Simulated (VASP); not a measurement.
# Zr (Im-3m) in VASP: further runs

Zr is run at these levels: revPBE; tasks: single point.

Everything below comes from runs of VASP 6.6.1. Logs are shortened: lines on timing, memory, paths and dates and some standing lists are left out, and cuts for length are marked.

### 1 The cell of the first run

The structure is cubic, space group Im-3m (No. 229). The conventional cell has a = 3.553 Å, b = 3.553 Å, c = 3.553 Å, α = 90.00°, β = 90.00°, γ = 90.00°. Zr (site symmetry m-3m) has 14 Zr at 3.08 to 3.55 Å within 4.0 Å.

### 2 Single point, revPBE (volume scaled by 0.96)

Contents of INCAR:

```
PREC = Accurate ; ENCUT = 520
EDIFF = 1E-6 ; ISMEAR = -1
SIGMA = 0.1 ; LREAL = False
LASPH = True ; NELM = 80
ALGO = Normal ; ISIF = 2
LWAVE = False ; LCHARG = True
GGA = RE ; LELF = True
LVHAR = True ; NBANDS = 12
```

Contents of KPOINTS:

```
regular mesh
0
Gamma
  14 14 14
```

Contents of POSCAR:

```
Zr
1.0
   -1.7762841910      1.7762841910      1.7762841910
    1.7762841910     -1.7762841910      1.7762841910
    1.7762841910      1.7762841910     -1.7762841910
Zr
1
Direct
    0.0000000000      0.0000000000      0.0000000000
```

Potentials or basis: VASP PAW PBE potentials, release 64 (Zr_sv).

Run with:

```console
> cat potpaw_PBE.64/Zr_sv/POTCAR > POTCAR
> mpirun -np 1 vasp_std > vasp.out
```

OUTCAR:

```text
PREC = Accurate
   ENCUT = 520
   EDIFF = 1E-6
   ISMEAR = -1
   LREAL = False
   LASPH = True
   NELM = 80
   ISIF = 2
   GGA = RE

 ion  position               nearest neighbor table
   1  0.000  0.000  0.000-

  LATTYP: Found a body centered cubic cell.
 ALAT       =     3.5525683820

  Lattice vectors:

 A1 = (  -1.7762841910,   1.7762841910,   1.7762841910)
 A2 = (   1.7762841910,  -1.7762841910,   1.7762841910)
 A3 = (   1.7762841910,   1.7762841910,  -1.7762841910)

Analysis of symmetry for initial positions (statically):
=====================================================================
 Subroutine PRICEL returns:
 Original cell was already a primitive cell.

 Routine SETGRP: Setting up the symmetry group for a
 body centered cubic supercell.

 Subroutine GETGRP returns: Found 48 space group operations
 (whereof 48 operations were pure point group operations)
 out of a pool of 48 trial point group operations.

The static configuration has the point symmetry O_h .

Analysis of symmetry for dynamics (positions and initial velocities):
=====================================================================
 Subroutine PRICEL returns:
 Original cell was already a primitive cell.

 Routine SETGRP: Setting up the symmetry group for a
 body centered cubic supercell.

 Subroutine GETGRP returns: Found 48 space group operations
 (whereof 48 operations were pure point group operations)
 out of a pool of 48 trial point group operations.

The dynamic configuration has the point symmetry O_h .

 Subroutine INISYM returns: Found 48 space group operations
 (whereof 48 operations are pure point group operations),
 and found     1 'primitive' translations

----------------------------------------------------------------------------------------

                                     Primitive cell

  volume of cell :      22.4180

  direct lattice vectors                    reciprocal lattice vectors
    -1.776284191  1.776284191  1.776284191     0.000000000  0.281486489  0.281486489
     1.776284191 -1.776284191  1.776284191     0.281486489  0.000000000  0.281486489
     1.776284191  1.776284191 -1.776284191     0.281486489  0.281486489  0.000000000

  length of vectors
     3.076614467  3.076614467  3.076614467     0.398082010  0.398082010  0.398082010

  position of ions in fractional coordinates (direct lattice)
     0.000000000  0.000000000  0.000000000

  ion indices of the primitive-cell ions
   primitive index   ion index
                 1           1

----------------------------------------------------------------------------------------

 KPOINTS: regular mesh

Automatic generation of k-mesh.
 Grid dimensions read from file:
 generate k-points for:   14   14   14

 Generating k-lattice:

  Cartesian coordinates                     Fractional coordinates (reciprocal lattice)
     0.000000000  0.020106178  0.020106178     0.071428571  0.000000000  0.000000000
     0.020106178  0.000000000  0.020106178     0.000000000  0.071428571  0.000000000
     0.020106178  0.020106178  0.000000000     0.000000000  0.000000000  0.071428571

  Length of vectors
     0.028434429  0.028434429  0.028434429

  Shift w.r.t. Gamma in fractional coordinates (k-lattice)
     0.000000000  0.000000000  0.000000000

 Subroutine IBZKPT returns following result:
 ===========================================

 Found    104 irreducible k-points:

 Following reciprocal coordinates:
            Coordinates               Weight
  0.000000  0.000000  0.000000      1.000000
  0.071429  0.000000  0.000000     12.000000
  0.142857  0.000000  0.000000     12.000000
  0.214286  0.000000  0.000000     12.000000
  0.285714  0.000000  0.000000     12.000000
  0.357143  0.000000  0.000000     12.000000
[... 16 lines left out ...]
  0.285714  0.285714  0.000000     24.000000
  0.357143  0.285714 -0.000000     24.000000
 [... further k-points ...]
   k-points           NKPTS =    104   k-points in BZ     NKDIM =    104   number of bands    NBANDS=     12
   number of dos      NEDOS =    301   number of ions     NIONS =      1
   total plane-waves  NPLWV =  13824
   dimension x,y,z NGX =    24 NGY =   24 NGZ =   24
   dimension x,y,z NGXF=    48 NGYF=   48 NGZF=   48
   ions per type =               1
   NGX,Y,Z   is equivalent  to a cutoff of  12.97, 12.97, 12.97 a.u.
   NGXF,Y,Z  is equivalent  to a cutoff of  25.94, 25.94, 25.94 a.u.
 SYSTEM =  unknown system
   PREC   = accura    normal or accurate (medium, high low for compatibility)
   ISTART =      0    job   : 0-new  1-cont  2-samecut
   ICHARG =      2    charge: 1-file 2-atom 10-const
   ISPIN  =      1    spin polarized calculation?
   LNONCOLLINEAR =      F non collinear calculations
   LSORBIT =      F    spin-orbit coupling
   LASPH  =      T    aspherical Exc in radial PAW
   ENCUT  =  520.0 eV  38.22 Ry    6.18 a.u.   5.72  5.72  5.72*2*pi/ulx,y,z
   NELM   =     80;   NELMIN=  2; NELMDL= -5     # of ELM steps
   EDIFF  = 0.1E-05   stopping-criterion for ELM
   LREAL  =      F    real-space projection
   EDIFFG = 0.1E-04   stopping-criterion for IOM
   NSW    =      0    number of steps for IOM
   IBRION =     -1    ionic relax: 0-MD 1-quasi-New 2-CG
   NFREE  =      0    steps in history (QN), initial steepest desc. (CG)
   ISIF   =      2    stress and relaxation
   ISYM   =      2    0-nonsym 1-usesym 2-fastsym
   POTIM  = 0.5000    time-step for ionic-motion
   TEBEG  =    0.0;   TEEND  =   0.0 temperature during run
   PSTRESS=    0.0 pullay stress
   NELECT =      12.0000    total number of electrons
   NUPDOWN=      -1.0000    fix difference up-down
   EMIN   =  10.00;   EMAX   =-10.00  energy-range for DOS
   EFERMI =   0.00;   METHOD = LEGACY
   ISMEAR =    -1;   SIGMA  =   0.10  broadening in eV -4-tet -1-fermi 0-gaus
   EFERMI_NEDOS =   21; number of points for ismear=-14 and -15
   IALGO  =     38    algorithm
   IMIX   =      4    mixing-type and parameters
     AMIX     =   0.40;   BMIX     =  1.00
     AMIX_MAG =   1.60;   BMIX_MAG =  1.00
  volume/ion in A,a.u.               =      22.42       151.28
  Fermi-wavevector in a.u.,A,eV,Ry     =   1.329238  2.511896 24.039781  1.766874
  Thomas-Fermi vector in A             =   2.458416
   LORBIT       =      0    0 simple, 1 ext, 2 COOP (PROOUT), +10 PAW based schemes
   GGA     = RE    functional components
   LHFCALC =     F    Hartree Fock is set to
   AEXX    =    0.0000 exact exchange contribution
   IVDW    =     0    specifies the selected vdW correction
   LEPSILON=     F    determine dielectric tensor
   LRPA    =     F    only Hartree local field effects (RPA)
 non-spin polarized calculation
  energy-cutoff  :      520.00
  volume of cell :       22.42
 maximum number of plane-waves:       622
   NGX = 11   NGY = 11   NGZ = 11

 number of electron      12.0000000 magnetization

 Free energy of the ion-electron system (eV)
  ---------------------------------------------------
  ext. energy  EPLUGINS =         0.00000000
  ---------------------------------------------------
  free energy    TOTEN  =        -8.11042324 eV

  energy without entropy =       -8.05135604  energy(sigma->0) =       -8.08088964

 E-fermi :   9.1905     XC(G=0): -11.1967

 val. band max:        9.1864381451   @ k =  -0.4286  -0.4286   0.1429
 cond. band min:       9.1935415469   @ k =   0.2143   0.2143   0.0000
 fundamental gap:      0.0071034018
 Fermi energy:         9.1904698107

 k-point     1 :       0.0000    0.0000    0.0000
  band No.  band energies     occupation
      1     -39.2432      2.00000
      2     -16.7020      2.00000
      3     -16.7020      2.00000
      4     -16.7020      2.00000
      5       3.7732      2.00000
      6      10.3460      0.00002
      7      10.3460      0.00002
      8      10.3460      0.00002
      9      12.9118      0.00000
     10      12.9118      0.00000
     11      21.6950      0.00000
     12      21.6950      0.00000

 k-point     2 :       0.0714    0.0000    0.0000
  band No.  band energies     occupation
      1     -39.2346      2.00000
      2     -16.7598      2.00000
      3     -16.7195      2.00000
      4     -16.7025      2.00000
      5       3.9542      2.00000
      6      10.2235      0.00007
      7      10.3042      0.00003
      8      10.5216      0.00000
      9      12.7221      0.00000
     10      12.9096      0.00000
     11      21.8555      0.00000
     12      22.0217      0.00000

 k-point     3 :       0.1429    0.0000    0.0000
  band No.  band energies     occupation
      1     -39.2105      2.00000
      2     -16.9191      2.00000
      3     -16.7681      2.00000
      4     -16.7038      2.00000
      5       4.4630      2.00000
      6       9.9042      0.00159
      7      10.1166      0.00019
      8      11.0389      0.00000
      9      12.4206      0.00000
     10      12.9207      0.00000
     11      22.1882      0.00000
     12      22.9490      0.00000
[... 286 lines left out ...]
 k-point    23 :       0.2857    0.2857    0.0000
  band No.  band energies     occupation
      1     -39.0515      2.00000
      2     -17.5731      2.00000
      3     -17.2844      2.00000
      4     -16.8308      2.00000
      5       7.6632      2.00000
      6       8.5069      1.99785
      7       9.1985      0.95990
      8      12.8963      0.00000
      9      13.5822      0.00000
     10      17.5990      0.00000
     11      18.5994      0.00000
     12      20.7417      0.00000

 k-point    24 :       0.3571    0.2857   -0.0000
  band No.  band energies     occupation
      1     -39.0459      2.00000
      2     -17.5319      2.00000
      3     -17.3652      2.00000
      4     -16.8364      2.00000
      5       7.7551      2.00000
      6       8.6303      1.99264
      7       9.0623      1.56558
      8      13.0983      0.00000
      9      13.5336      0.00000
     10      18.0764      0.00000
     11      18.5037      0.00000
     12      19.9706      0.00000

 [... further k-points ...]
[... 5 lines left out ...]
  --------------------------------------------------------------------------------------
  -------------------------------------------------------------------------------------
  Total        0.5000756      0.5000756      0.5000756      0.0000000      0.0000000      0.0000000
  in kB       35.7395337     35.7395337     35.7395337      0.0000000      0.0000000      0.0000000
  external PRESSURE =      35.7395337 kB  Pullay stress =       0.0000000 kB

 VOLUME and BASIS-vectors are now :
 -----------------------------------------------------------------------------
  energy-cutoff  :      520.00
  volume of cell :       22.42
      direct lattice vectors                 reciprocal lattice vectors
    -1.776284191  1.776284191  1.776284191     0.000000000  0.281486489  0.281486489
     1.776284191 -1.776284191  1.776284191     0.281486489  0.000000000  0.281486489
     1.776284191  1.776284191 -1.776284191     0.281486489  0.281486489  0.000000000

 POSITION                                       TOTAL-FORCE (eV/Angst)
 -----------------------------------------------------------------------------------
      0.00000      0.00000      0.00000         0.000000     -0.000000      0.000000
 -----------------------------------------------------------------------------------
    total drift:                                0.000000      0.000000      0.000000

  FREE ENERGIE OF THE ION-ELECTRON SYSTEM (eV)
  ---------------------------------------------------
  free  energy   TOTEN  =        -8.1104232434 eV

  energy  without entropy=       -8.0513560386  energy(sigma->0) =       -8.08088964
```

It took 15 s on 1 thread of Intel Xeon Platinum 8259CL at 2.50GHz (Skylake/Cascade Lake), shared host; peak memory 0.15 GiB.

What came out:

| Property | Result |
| --- | --- |
| Free energy | -8.1104 eV |
| Pressure | 3.6 GPa |
| Band gap on the k mesh | zero (band 6 reaches 10.35 eV, above the bottom of band 7 at 8.54 eV) |

Levels at points of the mesh, in eV from the Fermi level:
```csv
k point,band 4,band 5,band 6,band 7,band 8,band 9
"(0.00, 0.00, 0.00)",-25.89,-5.42,1.16,1.16,1.16,3.72
"(0.50, 0.00, 0.00)",-25.90,-2.88,-0.72,1.74,3.74,4.43
"(0.50, 0.50, 0.50)",-26.63,-2.69,-2.69,5.88,5.88,5.88
```

Caveat: the cell differs from its parent crystal (volume scaled by 0.96); the PAW data sets were made with another functional, which shifts forces and pressure a little.

### 3 Single point, revPBE

This run uses another cell than the first one, of 23.35 Å³/atom, 1.042 times its volume.

Contents of INCAR:

```
PREC = Accurate ; ENCUT = 520
EDIFF = 1E-6 ; ISMEAR = -1
SIGMA = 0.1 ; LREAL = False
LASPH = True ; NELM = 100
ALGO = Normal ; ISIF = 2
LWAVE = False ; LCHARG = False
GGA = RE ; NBANDS = 12
```

KPOINTS is that of step 2.

Contents of POSCAR:

```
Zr
1.0
   -1.8006198752      1.8006198752      1.8006198752
    1.8006198752     -1.8006198752      1.8006198752
    1.8006198752      1.8006198752     -1.8006198752
Zr
1
Direct
    0.0000000000      0.0000000000      0.0000000000
```

Potentials or basis: VASP PAW PBE potentials, release 64 (Zr_sv).

Run with:

```console
> cat potpaw_PBE.64/Zr_sv/POTCAR > POTCAR
> mpirun -np 1 vasp_std > vasp.out
```

Run time: 14 s. Hardware: 1 thread of Intel Xeon Platinum 8259CL at 2.50GHz (Skylake/Cascade Lake), shared host; peak memory 0.16 GiB.

Results (log left out):

```yaml
Free_energy: -8.1208 eV
Pressure: -0.1 GPa
Band_gap_on_the_k_mesh: zero (band 6 reaches 9.87 eV, above the bottom of band 7 at 8.10 eV)
```

Levels at points of the mesh, in eV from the Fermi level:
```csv
k point,band 4,band 5,band 6,band 7,band 8,band 9
"(0.00, 0.00, 0.00)",-26.04,-5.36,1.13,1.13,1.13,3.59
"(0.50, 0.00, 0.00)",-26.05,-2.76,-0.65,1.57,3.58,4.24
"(0.50, 0.50, 0.50)",-26.69,-2.51,-2.51,5.61,5.61,5.61
```

Caveat: the PAW data sets were made with another functional, which shifts forces and pressure a little.

### 4 Single point, revPBE (volume scaled by 1.04)

Contents of INCAR:

```
SYSTEM = Zr
PREC = Accurate
ENCUT = 520
EDIFF = 1E-6
ISMEAR = -1
SIGMA = 0.1
LREAL = .FALSE.
LASPH = .TRUE.
NELM = 100
ALGO = Normal
ISIF = 2
LWAVE = .FALSE.
LCHARG = .FALSE.
GGA = RE
NBANDS = 12
```

Contents of KPOINTS:

```
regular mesh
0
G
  14 14 14
  0 0 0
```

Contents of POSCAR:

```
Zr
1.0
   -1.8243149592      1.8243149592      1.8243149592
    1.8243149592     -1.8243149592      1.8243149592
    1.8243149592      1.8243149592     -1.8243149592
Zr
1
Direct
    0.0000000000      0.0000000000      0.0000000000
```

Run with:

```console
> cat potpaw_PBE.64/Zr_sv/POTCAR > POTCAR
> mpirun -np 1 vasp_std > vasp.out
```

Run time: 15 s. Hardware: 1 thread of Intel Xeon Platinum 8259CL at 2.50GHz (Skylake/Cascade Lake), shared host; peak memory 0.15 GiB.

It converged, with:

| Quantity | Value |
| --- | --- |
| Free energy | -8.1117 eV |
| Pressure | -3.1 GPa |
| Band gap on the k mesh | zero (band 6 reaches 9.42 eV, above the bottom of band 7 at 7.70 eV) |

Levels at points of the mesh, in eV from the Fermi level:
```csv
k point,band 3,band 4,band 5,band 6,band 7,band 8,band 9,band 10
"(0.00, 0.00, 0.00)",-26.18,-26.18,-5.29,1.11,1.11,1.11,3.46,3.46
"(0.50, 0.00, 0.00)",-26.45,-26.18,-2.65,-0.58,1.42,3.43,4.07,5.98
"(0.50, 0.50, 0.50)",-26.76,-26.76,-2.36,-2.36,5.36,5.36,5.36,7.09
```

Caveat: the cell differs from its parent crystal (volume scaled by 1.04); the PAW data sets were made with another functional, which shifts forces and pressure a little.

(Continued in part 2 of 2.)
